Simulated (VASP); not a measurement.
Input of a VASP 6.6.1 run:

INCAR

```
ALGO = Normal
EDIFF = 1E-6
ENCUT = 520
GGA = PE
ISIF = 2
ISMEAR = -1
LASPH = True
LCHARG = True
LELF = True
LREAL = False
LVHAR = True
LWAVE = False
NBANDS = 10
NELM = 100
PREC = Accurate
SIGMA = 0.1
```

File KPOINTS:

```
k-points
0
Gamma
  12 12 12
```

The input POSCAR:

```
Br
1.0
    2.4647483904      0.0000000000      0.0000000000
    0.0000000000      2.4647483904      0.0000000000
    0.0000000000      0.0000000000      2.4647483904
Br
1
Direct
    0.0000000000      0.0000000000      0.0000000000
```

Potentials or basis: VASP PAW PBE potentials, release 64 (Br).

Run with:

```console
$ cat potpaw_PBE.64/Br/POTCAR > POTCAR
$ mpirun -np 1 vasp_std > vasp.out
```

Problem. What does it give for the band gap on the k mesh?

Solution. Zero (an odd number of electrons rules out a gap without spin polarisation).

Problem. Predict the pressure.

Solution. 112.3 GPa.

Caveat: the cell stands under pressure; an odd number of electrons without spin polarisation forces a metal; a magnetic or distorted state may lie lower.
